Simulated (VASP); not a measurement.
# SiO2 (I-42d) in VASP: settings compared, part 2 of 2

VASP 6.6.1. Earlier steps stand in the parts before.

## Step 3: Single point, r2SCAN

Contents of POSCAR:

```
SiO2
1.0
   -2.4719629981      2.4719629981      3.6578437059
    2.4719629981     -2.4719629981      3.6578437059
    2.4719629981      2.4719629981     -3.6578437059
Si O
2 4
Direct
    0.0000000000      0.0000000000      0.0000000000
    0.7500000000      0.2500000000      0.5000000000
    0.9733622659      0.6250000000      0.8483622659
    0.3750000000      0.2233622659      0.3483622659
    0.7766377341      0.1250000000      0.1516377341
    0.8750000000      0.0266377341      0.6516377341
```

Contents of INCAR.step1:

```
PREC = Accurate ; ENCUT = 520
ISMEAR = 0 ; SIGMA = 0.01
LREAL = F ; LASPH = T
NELM = 100 ; NBANDS = 25
GGA = PE ; ALGO = Normal
EDIFF = 1E-4 ; LWAVE = T
LCHARG = F
```

Contents of INCAR.step2:

```
PREC = Accurate ; ENCUT = 520
EDIFF = 1E-6 ; ISMEAR = 0
SIGMA = 0.01 ; LREAL = F
LASPH = T ; NELM = 100
ALGO = Normal ; ISIF = 2
LWAVE = F ; LCHARG = T
METAGGA = R2SCAN ; LMIXTAU = T
LELF = T ; LVHAR = T
NBANDS = 25 ; ISTART = 1
```

Contents of KPOINTS:

```
regular mesh
0
Gamma
  6 6 6
```

Potentials or basis: VASP PAW PBE potentials, release 64 (Si, O).

Run with:

```
> cat potpaw_PBE.64/Si/POTCAR potpaw_PBE.64/O/POTCAR > POTCAR
> cp INCAR.step1 INCAR
> mpirun -np 1 vasp_std > vasp.out
> cp INCAR.step2 INCAR
> mpirun -np 1 vasp_std > vasp.out
```

OUTCAR:

```text
PREC = Accurate
   ENCUT = 520
   EDIFF = 1E-6
   ISMEAR = 0
   LREAL = F
   LASPH = T
   NELM = 100
   ISIF = 2
   METAGGA = R2SCAN
   ISTART = 1

 ion  position               nearest neighbor table
   1  0.000  0.000  0.000-   4 1.61   3 1.61   5 1.61   6 1.61   2 3.07   2 3.07   2 3.07   2 3.07

   2  0.750  0.250  0.500-   3 1.61   4 1.61   5 1.61   6 1.61   1 3.07   1 3.07   1 3.07   1 3.07

   3  0.973  0.625  0.848-   2 1.61   1 1.61
   4  0.375  0.223  0.348-   1 1.61   2 1.61
   5  0.777  0.125  0.152-   1 1.61   2 1.61
   6  0.875  0.027  0.652-   1 1.61   2 1.61

  LATTYP: Found a body centered tetragonal cell.
 ALAT       =     4.9439259962
 C/A-ratio  =     1.4797323862

  Lattice vectors:

 A1 = (  -2.4719629981,   2.4719629981,   3.6578437059)
 A2 = (   2.4719629981,  -2.4719629981,   3.6578437059)
 A3 = (   2.4719629981,   2.4719629981,  -3.6578437059)

Analysis of symmetry for initial positions (statically):
=====================================================================
 Subroutine PRICEL returns:
 Original cell was already a primitive cell.

 Routine SETGRP: Setting up the symmetry group for a
 body centered tetragonal supercell.

[... 175 lines left out ...]
  energy without entropy =      -59.58821568  energy(sigma->0) =      -59.58821568

 E-fermi :  -0.7958     XC(G=0):  -8.6158

 val. band max:       -0.8591914396   @ k =   0.0000   0.0000   0.0000
 cond. band min:       5.6977648033   @ k =   0.0000   0.0000   0.0000
 fundamental gap:      6.5569562429
 Fermi energy:        -0.7958257465

 k-point     1 :       0.0000    0.0000    0.0000
  band No.  band energies     occupation
      1     -21.0592      2.00000
      2     -19.0102      2.00000
      3     -19.0102      2.00000
      4     -18.9536      2.00000
      5     -10.1497      2.00000
      6      -6.4615      2.00000
[... 661 lines left out ...]
     24      13.2786      0.00000
     25      13.8185      0.00000

 [... further k-points ...]
[... 5 lines left out ...]
  --------------------------------------------------------------------------------------
  -------------------------------------------------------------------------------------
  Total        0.1072534      0.1072534      0.1128320      0.0000000      0.0000000      0.0000000
  in kB        1.9219957      1.9219957      2.0219662      0.0000000      0.0000000      0.0000000
  external PRESSURE =       1.9553192 kB  Pullay stress =       0.0000000 kB

 VOLUME and BASIS-vectors are now :
 -----------------------------------------------------------------------------
  energy-cutoff  :      520.00
  volume of cell :       89.41
      direct lattice vectors                 reciprocal lattice vectors
    -2.471962998  2.471962998  3.657843706     0.000000000  0.202268400  0.136692554
     2.471962998 -2.471962998  3.657843706     0.202268400  0.000000000  0.136692554
     2.471962998  2.471962998 -3.657843706     0.202268400  0.202268400  0.000000000

 POSITION                                       TOTAL-FORCE (eV/Angst)
 -----------------------------------------------------------------------------------
      0.00000      0.00000      0.00000         0.000000      0.000000      0.000000
      0.00000      2.47196      1.82892         0.000000     -0.000000      0.000000
      1.23598      2.95826      2.74338         0.000000      0.002399     -0.000000
      0.48630      1.23598      0.91446         0.002399      0.000000     -0.000000
     -1.23598      1.98567      2.74338         0.000000     -0.002399      0.000000
     -0.48630      3.70794      0.91446        -0.002399      0.000000      0.000000
 -----------------------------------------------------------------------------------
    total drift:                                0.000011      0.000011     -0.000001

  FREE ENERGIE OF THE ION-ELECTRON SYSTEM (eV)
  ---------------------------------------------------
  free  energy   TOTEN  =       -59.5882156845 eV

  energy  without entropy=      -59.5882156845  energy(sigma->0) =      -59.58821568
```

OUTCAR.step1:

```text
PREC = Accurate
   ENCUT = 520
   ISMEAR = 0
   LREAL = F
[... 914 lines left out ...]
      1.23598      2.95826      2.74338         0.000000      0.266984     -0.000000
      0.48630      1.23598      0.91446         0.266984      0.000000     -0.000000
     -1.23598      1.98567      2.74338         0.000000     -0.266984      0.000000
     -0.48630      3.70794      0.91446        -0.266984      0.000000      0.000000
 -----------------------------------------------------------------------------------
    total drift:                                0.000001      0.000001      0.000001

  FREE ENERGIE OF THE ION-ELECTRON SYSTEM (eV)
  ---------------------------------------------------
  free  energy   TOTEN  =       -47.4492798490 eV

  energy  without entropy=      -47.4492798490  energy(sigma->0) =      -47.44927985
```

Wall time 4.5 min (1 thread of Intel Xeon Platinum 8259CL at 2.50GHz (Skylake/Cascade Lake), shared host); peak memory 0.27 GiB.

Results:

```yaml
Free_energy: -59.5882 eV
Pressure: 0.2 GPa
Band_gap_on_the_k_mesh: 6.56 eV, direct
```

Forces in eV/Å, atoms in the order of the input:
```
Si   0.000  0.000  0.000
Si   0.000  0.000  0.000
O    0.000  0.002  0.000
O    0.002  0.000  0.000
O    0.000 -0.002  0.000
O   -0.002  0.000  0.000
```

Levels at points of the mesh, in eV from the valence-band top:
```
           k point  band 12  band 13  band 14  band 15  band 16  band 17  band 18  band 19  band 20  band 21
(0.00, 0.00, 0.00)    -1.62    -1.57    -0.71     0.00     0.00     6.56     9.70    11.72    11.74    11.74
(0.50, 0.00, 0.00)    -1.64    -1.51    -0.80    -0.49    -0.14     9.07     9.60    10.51    11.18    11.84
(0.50, 0.50, 0.00)    -2.10    -0.99    -0.99    -0.34    -0.34     9.87     9.87    11.22    11.22    12.08
(0.50, 0.50, 0.50)    -2.10    -1.50    -1.50    -0.32    -0.32     9.63     9.63    11.11    11.11    12.69
```

Caveat: the PAW data sets were made with another functional, which shifts forces and pressure a little.
